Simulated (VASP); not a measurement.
Crystal: Be3Bi.

```
Be Bi
1.0
     7.12608    0.00000    0.00000
    -3.56304    6.17137    0.00000
     0.00000    0.00000    5.10132
Be Bi
6 2
Cartesian
  3.5630 0.0000 1.0366
  -1.7815 3.0857 1.0366
  1.7815 3.0857 1.0366
  3.5630 0.0000 4.0647
  -1.7815 3.0857 4.0647
  1.7815 3.0857 4.0647
  3.5630 2.0571 2.5507
  0.0000 4.1142 2.5507
```

The cell was generated, and may not be a known phase.

- Program: VASP 6.6.1
- Task: relaxation of cell and atoms
- Functional: PBE
- Potentials or basis: VASP PAW PBE potentials, release 64 (Be, Bi_d)
- Cutoff: 600 eV
- k mesh: 6 × 6 × 8
- Occupations: gaussian, width 0.1 eV
- Spin: no spin polarisation

At the start: pressure -0.1 GPa; volume 28.04 Å³/atom.

Question: How do energy, volume and symmetry change on relaxing?

Answer: Over 15 steps the energy falls by 4.5 meV/atom and the volume is 28.65 Å³/atom (+2.1 %); space group P6/mmm (No. 191, to 0.1 Å) before and after.

Step by step:
```tsv
step	energy change (eV)	largest force (eV/Å)	pressure (GPa)	volume (Å³)
1	0.0000	0.0374	-0.13	224.34
2	-0.0019	0.0427	0.00	223.58
3	-0.0033	0.0541	0.29	222.01
4	-0.0044	0.0487	0.31	222.06
5	-0.0075	0.0328	0.36	222.18
6	-0.0133	0.0027	0.45	222.42
7	-0.0208	0.0603	0.64	222.83
8	-0.0239	0.0609	0.58	223.55
9	-0.0307	0.0641	0.40	225.71
10	-0.0320	0.0720	0.06	230.00
11	-0.0335	0.0679	0.20	228.22
12	-0.0345	0.0487	0.16	228.39
13	-0.0358	0.0012	0.08	228.84
14	-0.0359	0.0128	0.06	228.94
15	-0.0360	0.0026	0.02	229.16
```

Final structure:
```xyz
8
Lattice="7.3709 0.0000 0.0000 -3.6855 6.3834 0.0000 0.0000 0.0000 4.8705" Properties=species:S:1:pos:R:3 pbc="T T T"
Be    3.6855    0.0000    1.0358
Be   -1.8427    3.1917    1.0358
Be    1.8427    3.1917    1.0358
Be    3.6855    0.0000    3.8346
Be   -1.8427    3.1917    3.8346
Be    1.8427    3.1917    3.8346
Bi    3.6855    2.1278    2.4352
Bi    0.0000    4.2556    2.4352
```
